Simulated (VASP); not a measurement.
# B3Pd (P6mm) in VASP: single point with PBE

Aim: the single point of B3Pd with PBE.

Everything below comes from runs of VASP 6.6.1. Logs are shortened: lines on timing, memory, paths and dates and some standing lists are left out, and cuts for length are marked.

## (1) The cell of the first run

It takes space group P6mm (No. 183, hexagonal). Conventional cell: a = 2.891 Å, b = 2.891 Å, c = 5.091 Å, α = 90.00°, β = 90.00°, γ = 120.00°. Within 2.6 Å of B (site symmetry 6mm) lie 6 B at 1.92 Å and 1 Pd at 2.05 Å. Within 2.2 Å of B (site symmetry 3m) lie 6 B at 1.67 to 1.92 Å. Pd (site symmetry 6mm) has 7 B at 2.05 to 2.67 Å within 2.7 Å.

## (2) Single point, PBE

Contents of INCAR:

```
ALGO     = Normal         # electronic algorithm
EDIFF    = 1E-6           # SCF threshold, eV
ENCUT    = 500            # plane-wave cutoff, eV
GGA      = PE             # functional
GGA_COMPAT= F            
ISIF     = 2              # what is computed and relaxed
ISMEAR   = 0              # smearing method
LASPH    = T              # aspherical terms in the spheres
LCHARG   = T              # write CHGCAR
LELF     = T              # ELF
LREAL    = F              # projectors in reciprocal space
LVHAR    = T            
LWAVE    = F              # write WAVECAR
NBANDS   = 18             # bands
NELM     = 120            # most SCF steps
PREC     = Accurate       # precision mode
SIGMA    = 0.2            # smearing width, eV
```

Contents of KPOINTS:

```
k-points
0
Gamma
  7 7 5
```

Contents of POSCAR:

```
B3Pd
1.0
    2.8909294966      0.0000000000      0.0000000000
   -1.4454647483      2.5036183846      0.0000000000
    0.0000000000      0.0000000000      5.0905838564
B Pd
3 1
Direct
    0.0000000000      0.0000000000      0.0068285176
    0.3333333333      0.6666666667      0.1949626579
    0.6666666667      0.3333333333      0.1949626579
    0.0000000000      0.0000000000      0.6048039367
```

Potentials or basis: VASP PAW PBE potentials, release 64 (B, Pd).

Run with:

```sh
cat potpaw_PBE.64/B/POTCAR potpaw_PBE.64/Pd/POTCAR > POTCAR
mpirun -np 1 vasp_std > vasp.out
```

OUTCAR:

```text
EDIFF = 1E-6
   ENCUT = 500
   GGA = PE
   ISIF = 2
   ISMEAR = 0
   LASPH = T
   LREAL = F
   NELM = 120
   PREC = Accurate

 ion  position               nearest neighbor table
   1  0.000  0.000  0.007-   2 1.92   3 1.92   2 1.92   3 1.92   3 1.92   2 1.92   4 2.05
   2  0.333  0.667  0.195-   3 1.67   3 1.67   3 1.67   1 1.92   1 1.92   1 1.92   4 2.67   4 2.67
                             4 2.67
   3  0.667  0.333  0.195-   2 1.67   2 1.67   2 1.67   1 1.92   1 1.92   1 1.92   4 2.67   4 2.67
                             4 2.67
   4  0.000  0.000  0.605-   1 2.05   2 2.67   3 2.67   2 2.67   3 2.67   3 2.67   2 2.67

  LATTYP: Found a hexagonal cell.
 ALAT       =     2.8909294966
 C/A-ratio  =     1.7608813575

  Lattice vectors:

 A1 = (   2.8909294966,   0.0000000000,   0.0000000000)
 A2 = (  -1.4454647483,   2.5036183846,   0.0000000000)
 A3 = (   0.0000000000,   0.0000000000,   5.0905838564)

Analysis of symmetry for initial positions (statically):
=====================================================================
 Subroutine PRICEL returns:
 Original cell was already a primitive cell.

 Routine SETGRP: Setting up the symmetry group for a
 hexagonal supercell.

 Subroutine GETGRP returns: Found 12 space group operations
 (whereof 12 operations were pure point group operations)
 out of a pool of 24 trial point group operations.

The static configuration has the point symmetry C_6v.

Analysis of symmetry for dynamics (positions and initial velocities):
=====================================================================
 Subroutine PRICEL returns:
 Original cell was already a primitive cell.

 Routine SETGRP: Setting up the symmetry group for a
 hexagonal supercell.

 Subroutine GETGRP returns: Found 12 space group operations
 (whereof 12 operations were pure point group operations)
 out of a pool of 24 trial point group operations.

The dynamic configuration has the point symmetry C_6v.

 Subroutine INISYM returns: Found 12 space group operations
 (whereof 12 operations are pure point group operations),
 and found     1 'primitive' translations

----------------------------------------------------------------------------------------

                                     Primitive cell

  volume of cell :      36.8445

  direct lattice vectors                    reciprocal lattice vectors
     2.890929497  0.000000000  0.000000000     0.345909508  0.199710948  0.000000000
    -1.445464748  2.503618385  0.000000000     0.000000000  0.399421895  0.000000000
     0.000000000  0.000000000  5.090583856     0.000000000  0.000000000  0.196441121

  length of vectors
     2.890929497  2.890929497  5.090583856     0.399421895  0.399421895  0.196441121

  position of ions in fractional coordinates (direct lattice)
     0.000000000  0.000000000  0.006828518
     0.333333333  0.666666667  0.194962658
     0.666666667  0.333333333  0.194962658
     0.000000000  0.000000000  0.604803937

  ion indices of the primitive-cell ions
   primitive index   ion index
                 1           1
                 2           2
                 3           3
                 4           4

----------------------------------------------------------------------------------------

 KPOINTS: k-points

Automatic generation of k-mesh.
 Grid dimensions read from file:
 generate k-points for:    7    7    5

 Generating k-lattice:

  Cartesian coordinates                     Fractional coordinates (reciprocal lattice)
     0.049415644  0.028530135  0.000000000     0.142857143 -0.000000000  0.000000000
     0.000000000  0.057060271  0.000000000     0.000000000  0.142857143  0.000000000
     0.000000000  0.000000000  0.039288224     0.000000000  0.000000000  0.200000000

  Length of vectors
     0.057060271  0.057060271  0.039288224

  Shift w.r.t. Gamma in fractional coordinates (k-lattice)
     0.000000000  0.000000000  0.000000000

 Subroutine IBZKPT returns following result:
 ===========================================

 Found     24 irreducible k-points:

 Following reciprocal coordinates:
            Coordinates               Weight
  0.000000  0.000000  0.000000      1.000000
  0.142857 -0.000000  0.000000      6.000000
  0.285714 -0.000000  0.000000      6.000000
  0.428571 -0.000000  0.000000      6.000000
  0.142857  0.142857  0.000000      6.000000
  0.285714  0.142857  0.000000     12.000000
[... 16 lines left out ...]
  0.428571  0.142857  0.400000     12.000000
  0.285714  0.285714  0.400000     12.000000
   k-points           NKPTS =     24   k-points in BZ     NKDIM =     24   number of bands    NBANDS=     18
   number of dos      NEDOS =    301   number of ions     NIONS =      4
   total plane-waves  NPLWV =  23040
   dimension x,y,z NGX =    24 NGY =   24 NGZ =   40
   dimension x,y,z NGXF=    48 NGYF=   48 NGZF=   80
   ions per type =               3   1
   NGX,Y,Z   is equivalent  to a cutoff of  13.80, 13.80, 13.06 a.u.
   NGXF,Y,Z  is equivalent  to a cutoff of  27.60, 27.60, 26.13 a.u.
 SYSTEM =  unknown system
   PREC   = accura    normal or accurate (medium, high low for compatibility)
   ISTART =      0    job   : 0-new  1-cont  2-samecut
   ICHARG =      2    charge: 1-file 2-atom 10-const
   ISPIN  =      1    spin polarized calculation?
   LNONCOLLINEAR =      F non collinear calculations
   LSORBIT =      F    spin-orbit coupling
   LASPH  =      T    aspherical Exc in radial PAW
   ENCUT  =  500.0 eV  36.75 Ry    6.06 a.u.   5.27  5.27  9.28*2*pi/ulx,y,z
   NELM   =    120;   NELMIN=  2; NELMDL= -5     # of ELM steps
   EDIFF  = 0.1E-05   stopping-criterion for ELM
   LREAL  =      F    real-space projection
   EDIFFG = 0.1E-04   stopping-criterion for IOM
   NSW    =      0    number of steps for IOM
   IBRION =     -1    ionic relax: 0-MD 1-quasi-New 2-CG
   NFREE  =      0    steps in history (QN), initial steepest desc. (CG)
   ISIF   =      2    stress and relaxation
   ISYM   =      2    0-nonsym 1-usesym 2-fastsym
   POTIM  = 0.5000    time-step for ionic-motion
   TEBEG  =    0.0;   TEEND  =   0.0 temperature during run
   PSTRESS=    0.0 pullay stress
   NELECT =      19.0000    total number of electrons
   NUPDOWN=      -1.0000    fix difference up-down
   EMIN   =  10.00;   EMAX   =-10.00  energy-range for DOS
   EFERMI =   0.00;   METHOD = LEGACY
   ISMEAR =     0;   SIGMA  =   0.20  broadening in eV -4-tet -1-fermi 0-gaus
   EFERMI_NEDOS =   21; number of points for ismear=-14 and -15
   IALGO  =     38    algorithm
   IMIX   =      4    mixing-type and parameters
     AMIX     =   0.40;   BMIX     =  1.00
     AMIX_MAG =   1.60;   BMIX_MAG =  1.00
  volume/ion in A,a.u.               =       9.21        62.16
  Fermi-wavevector in a.u.,A,eV,Ry     =   1.312809  2.480850 23.449207  1.723468
  Thomas-Fermi vector in A             =   2.443176
   LORBIT       =      0    0 simple, 1 ext, 2 COOP (PROOUT), +10 PAW based schemes
   GGA     = PE    functional components
   LHFCALC =     F    Hartree Fock is set to
   AEXX    =    0.0000 exact exchange contribution
   IVDW    =     0    specifies the selected vdW correction
   LEPSILON=     F    determine dielectric tensor
   LRPA    =     F    only Hartree local field effects (RPA)
 non-spin polarized calculation
 Gauss-broadening in eV      SIGMA  =   0.20
  energy-cutoff  :      500.00
  volume of cell :       36.84
 maximum number of plane-waves:       944
 NGX is ok and might be reduce to    24
   NGX = 11   NGY = 11   NGZ = 19

 number of electron      19.0000002 magnetization

 Free energy of the ion-electron system (eV)
  ---------------------------------------------------
  ext. energy  EPLUGINS =         0.00000000
  ---------------------------------------------------
  free energy    TOTEN  =       -23.76936519 eV

  energy without entropy =      -23.74864203  energy(sigma->0) =      -23.75900361

 E-fermi :   8.4136     XC(G=0): -12.2675

 val. band max:        8.3956851376   @ k =   0.4286   0.1429   0.0000
 cond. band min:       8.4470602048   @ k =   0.1429   0.1429   0.4000
 fundamental gap:      0.0513750673
 Fermi energy:         8.4136383351

 k-point     1 :       0.0000    0.0000    0.0000
  band No.  band energies     occupation
      1      -7.9926      2.00000
      2       0.1389      2.00000
      3       3.0998      2.00000
      4       4.0867      2.00000
      5       5.4051      2.00000
      6       5.4051      2.00000
[... 10 lines left out ...]
     17      20.0129      0.00000
     18      20.4353      0.00000

 k-point     2 :       0.1429   -0.0000    0.0000
  band No.  band energies     occupation
      1      -7.6271      2.00000
      2       0.4420      2.00000
      3       3.5885      2.00000
      4       3.9968      2.00000
      5       4.3437      2.00000
      6       4.9157      2.00000
[... 10 lines left out ...]
     17      19.9645      0.00000
     18      20.5835      0.00000

 k-point     3 :       0.2857   -0.0000    0.0000
  band No.  band energies     occupation
      1      -6.5380      2.00000
      2       0.8012      2.00000
      3       1.2633      2.00000
      4       3.3924      2.00000
      5       4.1578      2.00000
      6       4.4422      2.00000
[... 10 lines left out ...]
     17      20.3791      0.00000
     18      20.5434      0.00000

 k-point     4 :       0.4286   -0.0000    0.0000
  band No.  band energies     occupation
      1      -4.7611      2.00000
      2      -2.2108      2.00000
      3       2.1750      2.00000
      4       2.5444      2.00000
      5       3.7797      2.00000
      6       4.4931      2.00000
[... 10 lines left out ...]
     17      21.3188      0.00000
     18      22.2789      0.00000

 k-point     5 :       0.1429    0.1429    0.0000
  band No.  band energies     occupation
      1      -6.8998      2.00000
      2       1.0038      2.00000
      3       2.5126      2.00000
      4       2.5487      2.00000
      5       4.3725      2.00000
      6       4.5954      2.00000
[... 10 lines left out ...]
     17      20.2872      0.00000
     18      21.5237      0.00000

 k-point     6 :       0.2857    0.1429    0.0000
  band No.  band energies     occupation
      1      -5.4630      2.00000
      2      -0.5595      2.00000
      3       1.4290      2.00000
      4       1.9477      2.00000
      5       4.3871      2.00000
      6       4.6659      2.00000
[... 307 lines left out ...]
 k-point    21 :       0.1429    0.1429    0.4000
  band No.  band energies     occupation
      1      -6.7975      2.00000
      2       0.1388      2.00000
      3       2.3993      2.00000
      4       2.4697      2.00000
      5       4.0684      2.00000
      6       5.0385      2.00000
[... 10 lines left out ...]
     17      20.8696      0.00000
     18      21.5847      0.00000

 k-point    22 :       0.2857    0.1429    0.4000
  band No.  band energies     occupation
      1      -5.3871      2.00000
      2      -0.6067      2.00000
      3       1.3172      2.00000
      4       1.6484      2.00000
      5       4.1564      2.00000
      6       4.4717      2.00000
[... 10 lines left out ...]
     17      19.9386      0.00000
     18      21.2514      0.00000

 k-point    23 :       0.4286    0.1429    0.4000
  band No.  band energies     occupation
      1      -3.4797      2.00000
      2      -3.1037      2.00000
      3       0.9605      2.00000
      4       3.0406      2.00000
      5       3.5579      2.00000
      6       4.1185      2.00000
[... 10 lines left out ...]
     17      19.6116      0.00000
     18      20.8658      0.00000

 k-point    24 :       0.2857    0.2857    0.4000
  band No.  band energies     occupation
      1      -3.6650      2.00000
      2      -1.4211      2.00000
      3      -1.1788      2.00000
      4       3.0410      2.00000
      5       4.1276      2.00000
      6       4.4776      2.00000
[... 10 lines left out ...]
     17      18.4471      0.00000
     18      19.6530      0.00000

------------------------ aborting loop because EDIFF is reached ----------------------------------------

  FORCE on cell =-STRESS in cart. coord.  units (eV):
  Direction    XX          YY          ZZ          XY          YZ          ZX
  --------------------------------------------------------------------------------------
  -------------------------------------------------------------------------------------
  Total       -0.0050098     -0.0050098      0.1495606      0.0000000      0.0000000      0.0000000
  in kB       -0.2178500     -0.2178500      6.5036119      0.0000000      0.0000000      0.0000000
  external PRESSURE =       2.0226373 kB  Pullay stress =       0.0000000 kB

 VOLUME and BASIS-vectors are now :
 -----------------------------------------------------------------------------
  energy-cutoff  :      500.00
  volume of cell :       36.84
      direct lattice vectors                 reciprocal lattice vectors
     2.890929497  0.000000000  0.000000000     0.345909508  0.199710948  0.000000000
    -1.445464748  2.503618385  0.000000000     0.000000000  0.399421895  0.000000000
     0.000000000  0.000000000  5.090583856     0.000000000  0.000000000  0.196441121

 POSITION                                       TOTAL-FORCE (eV/Angst)
 -----------------------------------------------------------------------------------
      0.00000      0.00000      0.03476         0.000000     -0.000000      0.046383
     -0.00000      1.66908      0.99247         0.000000     -0.000000     -0.012436
      1.44546      0.83454      0.99247        -0.000000      0.000000     -0.012436
      0.00000      0.00000      3.07881         0.000000      0.000000     -0.021512
 -----------------------------------------------------------------------------------
    total drift:                                0.000000      0.000000     -0.000055

  FREE ENERGIE OF THE ION-ELECTRON SYSTEM (eV)
  ---------------------------------------------------
  free  energy   TOTEN  =       -23.7693651889 eV

  energy  without entropy=      -23.7486420268  energy(sigma->0) =      -23.75900361
```

Wall time 34 s (1 thread of AMD EPYC 7R13, shared host); peak memory 0.13 GiB.

Results:

```yaml
Free_energy: -23.7694 eV
Pressure: 0.2 GPa
Largest_force: 0.046 eV/Å
```

Forces on the atoms (eV/Å):
```
B    0.000  0.000  0.046
B    0.000  0.000 -0.012
B    0.000  0.000 -0.012
Pd   0.000  0.000 -0.022
```

Levels at points of the mesh, in eV from the Fermi level:
```tsv
k point	band 7	band 8	band 9	band 10	band 11	band 12	band 13	band 14
(0.00, 0.00, 0.00)	-2.07	-2.07	-1.40	-1.40	0.39	0.39	7.43	9.09
```
